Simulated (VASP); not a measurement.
## MgW2Br4O4: relaxation of cell and atoms with PBE

MgW2Br4O4:

```
CELL_PARAMETERS angstrom
3.85782 0.00000 0.00000
0.00000 8.48089 0.00000
-0.01191 0.00000 7.75524
ATOMIC_POSITIONS crystal
Mg 0.49931 0.50000 0.20440
W 0.00139 0.00000 0.96771
W 0.99853 0.00000 0.46466
Br 0.00348 0.31479 0.98409
Br 0.00348 0.68521 0.98409
Br 0.99703 0.31393 0.44760
Br 0.99703 0.68607 0.44760
O 0.50110 0.00000 0.96567
O 0.99978 0.00000 0.70844
O 0.49880 0.00000 0.46582
O 0.00006 0.00000 0.22249
```

* Program: VASP 6.6.1
* Task: relaxation of cell and atoms
* Functional: PBE
* Potentials or basis: VASP PAW PBE potentials, release 64 (Mg, W_sv, Br, O)
* Cutoff: 600 eV
* k mesh: 4 × 2 × 2
* Occupations: gaussian, width 0.1 eV
* Spin: no spin polarisation
* Dipole correction: no
* Further INCAR settings: ALGO = Normal; EDIFF = 1e-07; IBRION = 2; EDIFFG = -0.04; NSW = 90; ISIF = 3

```json
{
  "Relaxed volume": "22.10 Å³/atom",
  "Relaxed cell": "a = 3.797 Å, b = 8.420 Å, c = 7.604 Å, α = 90.00°, β = 90.10°, γ = 90.00°",
  "Space group after relaxing (to 0.1 Å)": "Pmm2 (No. 25)",
  "Energy gained by relaxing": "24.7 meV/atom",
  "Ionic steps": "11",
  "Pressure after relaxing": "0.1 GPa",
  "Largest force after relaxing": "0.035 eV/Å",
  "Band gap on the k mesh": "zero (bands 41 and 42 overlap by 1.62 eV)"
}
```

Forces in eV/Å, atoms in the order of the input:
```
Mg   0.003  0.000  0.035
W    0.000  0.000  0.002
W   -0.001  0.000  0.016
Br   0.001 -0.018 -0.007
Br   0.001  0.018 -0.007
Br  -0.003  0.021 -0.006
Br  -0.003 -0.021 -0.006
O    0.000  0.000 -0.018
O    0.001  0.000 -0.004
O   -0.003  0.000  0.000
O    0.004  0.000 -0.005
```

The path:
| step | energy change (eV) | largest force (eV/Å) | pressure (GPa) | volume (Å³) |
| --- | --- | --- | --- | --- |
| 1 | 0.0000 | 1.8975 | -3.97 | 253.73 |
| 2 | 0.0190 | 2.2368 | 5.82 | 233.28 |
| 3 | -0.2575 | 0.5688 | 0.32 | 243.05 |
| 4 | -0.2576 | 0.5365 | 0.42 | 242.84 |
| 5 | -0.2605 | 0.4993 | -0.22 | 243.89 |
| 6 | -0.2668 | 0.1292 | 0.05 | 243.42 |
| 7 | -0.2682 | 0.0775 | -0.11 | 243.65 |
| 8 | -0.2682 | 0.0816 | -0.12 | 243.68 |
| 9 | -0.2694 | 0.0923 | -0.04 | 243.45 |
| 10 | -0.2704 | 0.1249 | 0.14 | 242.96 |
| 11 | -0.2712 | 0.0349 | 0.06 | 243.09 |

Final structure:
```cif
data_structure
_symmetry_space_group_name_H-M 'P 1'
_symmetry_Int_Tables_number 1
_cell_length_a 3.7972
_cell_length_b 8.4196
_cell_length_c 7.6036
_cell_angle_alpha 90.000
_cell_angle_beta 90.099
_cell_angle_gamma 90.000
_cell_volume 243.09
loop_
_atom_site_label
_atom_site_type_symbol
_atom_site_fract_x
_atom_site_fract_y
_atom_site_fract_z
_atom_site_occupancy
Mg1 Mg 0.49970 0.50000 0.20715 1
W1 W 0.00165 0.00000 0.96717 1
W2 W 0.99846 0.00000 0.46436 1
Br1 Br 0.00340 0.31457 0.98057 1
Br2 Br 0.00340 0.68543 0.98057 1
Br3 Br 0.99668 0.31344 0.44963 1
Br4 Br 0.99668 0.68656 0.44963 1
O1 O 0.50129 0.00000 0.96657 1
O2 O 0.00002 0.00000 0.71585 1
O3 O 0.49881 0.00000 0.46538 1
O4 O 0.99993 0.00000 0.21570 1
```

Levels at points of the mesh, in eV from the Fermi level:
| k point | band 37 | band 38 | band 39 | band 40 | band 41 | band 42 | band 43 | band 44 | band 45 | band 46 |
| --- | --- | --- | --- | --- | --- | --- | --- | --- | --- | --- |
| (0.00, 0.00, 0.00) | -2.51 | -2.42 | -2.26 | -2.07 | -0.43 | -0.16 | -0.07 | -0.03 | 0.27 | 1.52 |
| (0.50, 0.00, 0.00) | -2.39 | -2.29 | -2.12 | -1.83 | 0.02 | 1.24 | 1.33 | 2.03 | 2.72 | 2.77 |
| (0.00, 0.50, 0.00) | -2.81 | -2.28 | -2.07 | -1.99 | -0.43 | -0.36 | -0.27 | -0.21 | 1.27 | 2.74 |
| (0.50, 0.50, 0.00) | -3.24 | -2.70 | -1.88 | -1.83 | -0.17 | 1.31 | 2.64 | 2.68 | 2.82 | 2.87 |
| (0.00, 0.00, 0.50) | -2.46 | -2.45 | -2.29 | -2.06 | -0.13 | -0.06 | 0.51 | 1.19 | 1.33 | 1.33 |
| (0.50, 0.00, 0.50) | -2.49 | -2.40 | -2.24 | -2.14 | 1.27 | 1.39 | 1.39 | 1.50 | 1.94 | 2.74 |
| (0.00, 0.50, 0.50) | -2.86 | -2.64 | -2.26 | -2.03 | -0.33 | -0.24 | 0.79 | 1.19 | 1.33 | 1.42 |
| (0.50, 0.50, 0.50) | -2.67 | -2.48 | -2.43 | -2.39 | 1.11 | 1.26 | 1.47 | 2.65 | 2.88 | 3.40 |

It took 11 min on 1 thread of Intel(R) Xeon(R) 6975P-C (Granite Rapids), on a shared host, peak memory 0.54 GiB.

Caveat: the k points lie up to 0.41 Å⁻¹ apart in the final cell, too coarse for converged energies and pressures of a metal; spin-orbit coupling is left out, which moves the levels of the heavy elements.
